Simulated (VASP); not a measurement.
# WSe2 in VASP: notebook, part 2 of 2

VASP 6.6.1. Earlier steps stand in the parts before.

## (3) Single point, PBEsol (atom 1 (W) moved +0.375 Å along Cartesian [0 0 1])

INCAR

```
ALGO     = Normal         # electronic algorithm
EDIFF    = 1E-6           # SCF threshold, eV
ENCUT    = 520            # plane-wave cutoff, eV
GGA      = PS             # functional
ISIF     = 2              # what is computed and relaxed
ISMEAR   = 0              # smearing method
LASPH    = T              # aspherical terms in the spheres
LCHARG   = F              # write CHGCAR
LREAL    = F              # projectors in reciprocal space
LWAVE    = F              # write WAVECAR
NBANDS   = 20             # bands
NELM     = 100            # most SCF steps
PREC     = Accurate       # precision mode
SIGMA    = 0.05           # smearing width, eV
```

KPOINTS

```
k-points
0
Gamma
  12 12 2
```

POSCAR

```
WSe2
1.0
    3.2702526784      0.0000000000      0.0000000000
   -1.6351263392      2.8321218963      0.0000000000
    0.0000000000      0.0000000000     16.6612169706
W Se
1 2
Direct
    0.0000000000      0.0000000000      0.0225073595
    0.3333333333      0.6666666667      0.1003992721
    0.3333333333      0.6666666667      0.8996007279
```

Potentials or basis: VASP PAW PBE potentials, release 64 (W_sv, Se).

Started as:

```console
> cat potpaw_PBE.64/W_sv/POTCAR potpaw_PBE.64/Se/POTCAR > POTCAR
> mpirun -np 1 vasp_std > vasp.out
```

OUTCAR:

```text
EDIFF = 1E-6
   ENCUT = 520
   GGA = PS
   ISIF = 2
   ISMEAR = 0
   LASPH = T
   LREAL = F
   NELM = 100
   PREC = Accurate

 ion  position               nearest neighbor table
   1  0.000  0.000  0.023-   2 2.29   2 2.29   2 2.29   3 2.79   3 2.79   3 2.79
   2  0.333  0.667  0.100-   1 2.29   1 2.29   1 2.29
   3  0.333  0.667  0.900-   1 2.79   1 2.79   1 2.79

  LATTYP: Found a hexagonal cell.
 ALAT       =     3.2702526784
 C/A-ratio  =     5.0947797033

  Lattice vectors:

 A1 = (   3.2702526784,   0.0000000000,   0.0000000000)
 A2 = (  -1.6351263392,   2.8321218963,   0.0000000000)
 A3 = (   0.0000000000,   0.0000000000,  16.6612169706)

Analysis of symmetry for initial positions (statically):
=====================================================================
 Subroutine PRICEL returns:
 Original cell was already a primitive cell.

 Routine SETGRP: Setting up the symmetry group for a
 hexagonal supercell.

 Subroutine GETGRP returns: Found  6 space group operations
[... 155 lines left out ...]
   NGX = 13   NGY = 13   NGZ = 61

 number of electron      26.0000000 magnetization

 Free energy of the ion-electron system (eV)
  ---------------------------------------------------
  ext. energy  EPLUGINS =         0.00000000
  ---------------------------------------------------
  free energy    TOTEN  =       -21.21856783 eV

  energy without entropy =      -21.21854016  energy(sigma->0) =      -21.21855399

 E-fermi :   0.0881     XC(G=0):  -4.8663

 val. band max:        0.0052119506   @ k =   0.0000   0.0000   0.5000
 cond. band min:       0.1924599225   @ k =   0.1667   0.1667   0.0000
 fundamental gap:      0.1872479718
 Fermi energy:         0.0881383141

 k-point     1 :       0.0000    0.0000    0.0000
  band No.  band energies     occupation
      1     -74.7473      2.00000
      2     -39.1037      2.00000
      3     -38.9418      2.00000
      4     -38.9418      2.00000
      5     -16.0773      2.00000
      6     -14.3104      2.00000
[... 541 lines left out ...]
     19       5.6688      0.00000
     20       5.9437      0.00000

 [... further k-points ...]
[... 5 lines left out ...]
  --------------------------------------------------------------------------------------
  -------------------------------------------------------------------------------------
  Total        5.3301831      5.3301831      3.1582549      0.0000000      0.0000000     -0.0000000
  in kB       55.3417309     55.3417309     32.7912357      0.0000000      0.0000000     -0.0000000
  external PRESSURE =      47.8248992 kB  Pullay stress =       0.0000000 kB

 VOLUME and BASIS-vectors are now :
 -----------------------------------------------------------------------------
  energy-cutoff  :      520.00
  volume of cell :      154.31
      direct lattice vectors                 reciprocal lattice vectors
     3.270252678  0.000000000  0.000000000     0.305786769  0.176546073  0.000000000
    -1.635126339  2.832121896  0.000000000     0.000000000  0.353092147  0.000000000
     0.000000000  0.000000000 16.661216971     0.000000000  0.000000000  0.060019625

 POSITION                                       TOTAL-FORCE (eV/Angst)
 -----------------------------------------------------------------------------------
      0.00000      0.00000      0.37500        -0.000000      0.000000    -10.041482
     -0.00000      1.88808      1.67277        -0.000000      0.000000      7.093342
     -0.00000      1.88808     14.98844         0.000000      0.000000      2.948141
 -----------------------------------------------------------------------------------
    total drift:                                0.000000     -0.000000     -0.000270

  FREE ENERGIE OF THE ION-ELECTRON SYSTEM (eV)
  ---------------------------------------------------
  free  energy   TOTEN  =       -21.2185678277 eV

  energy  without entropy=      -21.2185401575  energy(sigma->0) =      -21.21855399
```

OSZICAR:

```text
N       E                     dE             d eps       ncg     rms          rms(c)
DAV:   1     0.166514872759E+03    0.16651E+03   -0.12421E+04  1824   0.110E+03
DAV:   2    -0.887020823539E+01   -0.17539E+03   -0.17049E+03  1996   0.255E+02
DAV:   3    -0.219074056879E+02   -0.13037E+02   -0.12888E+02  1992   0.639E+01
[... 13 lines left out ...]
DAV:  17    -0.212185156036E+02   -0.26018E-04   -0.10913E-06  1748   0.458E-03    0.518E-03
DAV:  18    -0.212185470640E+02   -0.31460E-04   -0.96067E-07  1564   0.361E-03    0.205E-03
DAV:  19    -0.212185625066E+02   -0.15443E-04   -0.68364E-07  1572   0.264E-03    0.878E-04
DAV:  20    -0.212185673820E+02   -0.48754E-05   -0.23798E-07  1472   0.134E-03    0.474E-04
DAV:  21    -0.212185678277E+02   -0.44570E-06   -0.14345E-08  1400   0.432E-04
   1 F= -.21218568E+02 E0= -.21218554E+02  d E =-.276702E-04
```

Wall time 3.7 min (1 thread of Intel Xeon 8259CL, shared host); peak memory 0.32 GiB.

What came out:

```yaml
Free_energy: -21.2186 eV
Largest_force: 10.041 eV/Å
Band_gap_on_the_k_mesh: 0.19 eV (least direct gap 0.93 eV)
```

Forces in eV/Å, atoms in the order of the input:
```
W     0.000   0.000 -10.041
Se    0.000   0.000   7.093
Se    0.000   0.000   2.948
```

Caveat: the cell differs from its parent crystal (atom 1 (W) moved +0.375 Å along Cartesian [0 0 1]); the PAW data sets were made with another functional, which shifts forces and pressure a little; spin-orbit coupling is left out, which moves the levels of the heavy elements.
